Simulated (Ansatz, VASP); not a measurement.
## Two plane-wave programs on Ti

Contents of INCAR:

```
SYSTEM = Ti
ALGO = Fast
EDIFF = 1E-6
ENCUT = 520
GGA = CA
ISIF = 2
ISMEAR = 0
LASPH = .TRUE.
LCHARG = .TRUE.
LELF = .TRUE.
LREAL = .FALSE.
LVHAR = .TRUE.
LWAVE = .FALSE.
NBANDS = 12
NELM = 80
PREC = Accurate
SIGMA = 0.15
```

File KPOINTS:

```
k-points
0
G
  20 20 20
  0 0 0
```

The input POSCAR:

```
Ti
1.0
   -1.7148450000      1.7148450000      1.6410000000
    1.7148450000     -1.7148450000      1.6410000000
    1.7148450000      1.7148450000     -1.6410000000
Ti
1
Direct
    0.0000000000      0.0000000000      0.0000000000
```

Input for Ansatz:

```yaml
crystal:
  lattice:
    - [-1.714845, 1.714845, 1.641]
    - [1.714845, -1.714845, 1.641]
    - [1.714845, 1.714845, -1.641]
  atoms:
    - { symbol: Ti, position: [0.0, 0.0, 0.0] }
basis:
  ecutwfc: 420
kpoints:
  mp_grid: { grid: [20, 20, 20] }
hamiltonian:
  xc: lda
scf:
  occupations: { method: gaussian, width: 0.15 }
output:
  forces: true
  stress: true
  eigenvalues: true
```

Change from the starting cell: strain +0.0450 x Voigt [1, 1, 0, 0, 0, 0], atoms carried along.

Alike in both runs: task single point; functional LDA; k mesh 20 × 20 × 20; occupations gaussian, width 0.15 eV; no spin polarisation.

|  | VASP | Ansatz |
| --- | --- | --- |
| version | VASP 6.6.1 | Ansatz 0.2.0 |
| potentials or method | VASP PAW LDA potentials, release 64 (Ti_sv), cutoff 520 eV | scalar-relativistic, plane waves, PAW |
| valence electrons in the cell | 12 | 12 |

|  | VASP | Ansatz | Ansatz less VASP |
| --- | --- | --- | --- |
| gap on the k mesh at the Fermi level (eV) | none | none | - |
| pressure (GPa) | -16.8 | -16.8 | -0.01 |
| traceless stress, the component that is largest in VASP (GPa) | -0.87 | -0.88 | -0.007 |

LDA's correlation is that of Perdew and Zunger in VASP and of Perdew and Wang (1992) in Ansatz. A gap of «none» marks a metal or a gap that the smearing closes.
